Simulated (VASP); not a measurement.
Runs of VASP 6.6.1 on BaS. The structure is that of space group Fm-3m (No. 225), or close to it. The cells are those of the table. 

```tsv
level	potentials or basis	cell	gap on the mesh (eV)	pressure (GPa)
LDA	VASP PAW LDA potentials, release 64 (Ba_sv, S)	a = 4.405 Å, angles 60.0°, 2 atoms	1.75	1.9
revPBE+D3(BJ)	VASP PAW PBE potentials, release 64 (Ba_sv, S)	a = 4.526 Å, angles 60.0°, 2 atoms	2.23	-0.2
revPBE+D3(BJ)	VASP PAW PBE potentials, release 64 (Ba_sv, S)	a = 4.511 Å, angles 60.0°, 2 atoms	(c)	0.2
RPBE+D4	VASP PAW PBE potentials, release 64 (Ba_sv, S)	a = 4.472 Å, angles 60.0°, 2 atoms	(a)	2.5
LDA	VASP PAW LDA potentials, release 64 (Ba_sv, S)	a = 4.434 Å, angles 60.0°, 2 atoms	1.80	0.8
PBEsol	VASP PAW PBE potentials, release 64 (Ba_sv, S)	a = 4.417 Å, angles 60.0°, 2 atoms	(b)	(d)
LDA	VASP PAW LDA potentials, release 64 (Ba_sv, S)	a = 4.493 Å, angles 60.0°, 2 atoms	1.87	-1.1
RPBE+D4	VASP PAW PBE potentials, release 64 (Ba_sv, S)	a = 4.563 Å, angles 60.0°, 2 atoms	2.30	-0.2
```

Alike in all rows: task single point; no spin polarisation; k mesh 6 × 6 × 6; cutoff (eV) 520; smearing gaussian 0.05 eV.

Question: Fill in the values left out.

Answer: (a) 2.20; (b) 1.85; (c) 2.21; (d) 2.9.

Caveats: spin-orbit coupling is left out, which moves the levels of the heavy elements; the PAW data sets were made with another functional, which shifts forces and pressure a little (some runs).

A k mesh can miss the band edges, and the runs leave out spin-orbit coupling on Ba.
